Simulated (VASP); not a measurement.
Wanted: the native input for a VASP 6.6.1 run.

```yaml
Task: single point
Functional: PBEsol
Potentials_or_basis: VASP PAW PBE potentials, release 64 (Cl)
Cutoff: 520 eV
k_mesh: 8 × 8 × 4
Occupations: gaussian, width 0.01 eV
Spin: no spin polarisation
Dipole_correction: no
Further_INCAR_settings: ALGO = Normal; EDIFF = 1e-06; NBANDS = 22
```

The structure of Cl lies in POSCAR:

```
Cl
1.0
    3.4715970603     -1.9393872787      0.0000000000
    3.4715970603      1.9393872787      0.0000000000
    0.0000000000      0.0000000000      8.0040073852
Cl
4
Direct
    0.8734165105      0.1265834895      0.1112334873
    0.6265834895      0.3734165105      0.6112334873
    0.1265834895      0.8734165105      0.8887665127
    0.3734165105      0.6265834895      0.3887665127
```

These files were run (other wordings do the same):

INCAR

```
PREC     = Accurate       # precision mode
ENCUT    = 520            # plane-wave cutoff, eV
EDIFF    = 1E-6           # SCF threshold, eV
ISMEAR   = 0              # smearing method
SIGMA    = 0.01           # smearing width, eV
LREAL    = F              # projectors in reciprocal space
LASPH    = T              # aspherical terms in the spheres
NELM     = 100            # most SCF steps
ALGO     = Normal         # electronic algorithm
ISIF     = 2              # what is computed and relaxed
LWAVE    = F              # write WAVECAR
LCHARG   = T              # write CHGCAR
GGA      = PS             # functional
LELF     = T              # ELF
LVHAR    = T            
NBANDS   = 22             # bands
```

KPOINTS

```
regular mesh
0
Gamma
  8 8 4
```

Potentials or basis: VASP PAW PBE potentials, release 64 (Cl).

Command:

```sh
$ cat potpaw_PBE.64/Cl/POTCAR > POTCAR
$ mpirun -np 1 vasp_std > vasp.out
```

Results of the run:

```
Pressure               : -0.3 GPa
Largest force          : 0.144 eV/Å
Band gap on the k mesh : 2.07 eV
```

Caveat: this functional lacks dispersion, which holds the molecules together, so the pressure and a relaxed volume are unreliable; the PAW data sets were made with another functional, which shifts forces and pressure a little.

Wall time 66 s on 1 thread of AMD EPYC 9R45 96-Core Processor (Zen 5), with other jobs on the host, peak memory 0.23 GiB.
